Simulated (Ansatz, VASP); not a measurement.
# Two plane-wave programs on SiC

File INCAR:

```
SYSTEM = SiC
PREC     = Accurate       ! precision mode
ENCUT    = 520            ! plane-wave cutoff, eV
EDIFF    = 1E-7           ! SCF threshold, eV
ISMEAR   = 0              ! smearing method
SIGMA    = 0.05           ! smearing width, eV
LREAL    = .FALSE.        ! projectors in reciprocal space
LASPH    = .TRUE.         ! aspherical terms in the spheres
NELM     = 100            ! most SCF steps
ALGO     = Normal         ! electronic algorithm
ISIF     = 2              ! what is computed and relaxed
LWAVE    = .FALSE.        ! write WAVECAR
LCHARG   = .FALSE.        ! write CHGCAR
GGA      = PE             ! functional
NBANDS   = 36             ! bands
```

The input KPOINTS:

```
Automatic mesh
0
G
  12 12 2
  0 0 0
```

POSCAR

```
SiC
1.0
    3.0432521380      0.0000000000      0.0000000000
   -1.5216260690      2.6355336616      0.0000000000
    0.0000000000      0.0000000000     14.9327054840
Si C
6 6
Direct
    0.0000000000      0.0000000000      0.1250430731
    0.0000000000      0.0000000000      0.6250368447
    0.3333333333      0.6666666667      0.2919359287
    0.6666666667      0.3333333333      0.7916986591
    0.3333333333      0.6666666667      0.9584134991
    0.6666666667      0.3333333333      0.4582056507
    0.0000000000      0.0000000000      0.9948156354
    0.0000000000      0.0000000000      0.5045612504
    0.3333333333      0.6666666667      0.1713764111
    0.6666666667      0.3333333333      0.6622826619
    0.3333333333      0.6666666667      0.8380112040
    0.6666666667      0.3333333333      0.3286191816
```

Input for Ansatz:

```yaml
crystal:
  lattice:
    - [3.043252138, 0.0, 0.0]
    - [-1.521626069, 2.6355336616, 0.0]
    - [0.0, 0.0, 14.932705484]
  atoms:
    - { symbol: Si, position: [0.0, 0.0, 0.1250430731] }
    - { symbol: Si, position: [0.0, 0.0, 0.6250368447] }
    - { symbol: Si, position: [0.3333333333, 0.6666666667, 0.2919359287] }
    - { symbol: Si, position: [0.6666666667, 0.3333333333, 0.7916986591] }
    - { symbol: Si, position: [0.3333333333, 0.6666666667, 0.9584134991] }
    - { symbol: Si, position: [0.6666666667, 0.3333333333, 0.4582056507] }
    - { symbol: C, position: [0.0, 0.0, 0.9948156354] }
    - { symbol: C, position: [0.0, 0.0, 0.5045612504] }
    - { symbol: C, position: [0.3333333333, 0.6666666667, 0.1713764111] }
    - { symbol: C, position: [0.6666666667, 0.3333333333, 0.6622826619] }
    - { symbol: C, position: [0.3333333333, 0.6666666667, 0.838011204] }
    - { symbol: C, position: [0.6666666667, 0.3333333333, 0.3286191816] }
basis:
  ecutwfc: 520.0
kpoints:
  mp_grid: { grid: [12, 12, 2] }
hamiltonian:
  xc: pbe
  pseudopotentials: { kind: paw, azcp: { folder: soft_1 } }
scf:
  occupations: { method: gaussian, width: 0.05 }
output:
  forces: true
  stress: true
  eigenvalues: true
```

Change from the starting cell: mode 32 frozen in at -0.074 Å, equal normal strain along x, y and z -0.0167.

Alike in both runs: task single point; functional PBE; k mesh 12 × 12 × 2; occupations gaussian, width 0.05 eV; no spin polarisation.

```csv
,VASP,Ansatz
version,VASP 6.6.1,Ansatz 0.2.0
potentials or method,"VASP PAW PBE potentials, release 64 (Si, C), cutoff 520 eV","scalar-relativistic, plane waves, PAW"
valence electrons in the cell,48,48
```

```csv
,VASP,Ansatz,Ansatz less VASP
gap on the k mesh at the Fermi level (eV),1.94,1.94,+0.004
least direct gap on the mesh (eV),3.05,3.06,+0.006
pressure (GPa),12.8,12.9,+0.09
"traceless stress, the component that is largest in VASP (GPa)",0.97,0.97,-0.002
rms of the force components (eV/Å),0.953,0.955,+0.0013
```

Atom by atom the forces differ by 0.003 eV/Å (rms over components). With one functional, cell and mesh, what is left measures potentials, basis and numerics.
